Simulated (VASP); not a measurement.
A run of VASP 6.6.1:

Contents of INCAR:

```
PREC = Accurate ; ENCUT = 700
EDIFF = 1E-6 ; ISMEAR = 0
SIGMA = 0.1 ; LREAL = F
LASPH = T ; NELM = 200
ALGO = Normal ; ISIF = 2
LWAVE = F ; LCHARG = F
ISPIN = 2 ; MAGMOM = 1 1 1 1 0
LORBIT = 11 ; LMAXMIX = 4
GGA = PE ; NBANDS = 40
GGA_COMPAT = F
```

File KPOINTS:

```
regular mesh
0
Gamma
  4 4 4
```

Contents of POSCAR:

```
Ta4N
1.0
    4.4072828205      0.0000000000      0.0000000000
    0.0000000000      4.4072828205      0.0000000000
    0.0000000000      0.0000000000      4.4072828205
Ta N
4 1
Direct
    0.2582869908      0.7417130092      0.7417130092
    0.7417130092      0.2582869908      0.7417130092
    0.7417130092      0.7417130092      0.2582869908
    0.2582869908      0.2582869908      0.2582869908
    0.0000000000      0.0000000000      0.0000000000
```

Potentials or basis: VASP PAW PBE potentials, release 64 (Ta_sv_GW, N).

Run with:

```sh
$ cat potpaw_PBE.64/Ta_sv_GW/POTCAR potpaw_PBE.64/N/POTCAR > POTCAR
$ mpirun -np 1 vasp_std > vasp.out
```

Hardware: 1 thread of Intel(R) Xeon(R) Platinum 8175M CPU @ 2.50GHz (Skylake/Cascade Lake), with other jobs on the host.

Task: Estimate the wall time of this run.

Result: Wall time 2.2 min on 1 thread of Intel(R) Xeon(R) Platinum 8175M CPU @ 2.50GHz (Skylake/Cascade Lake) (shared host), peak memory 0.33 GiB. Counts: scf iterations 16, k points 10.
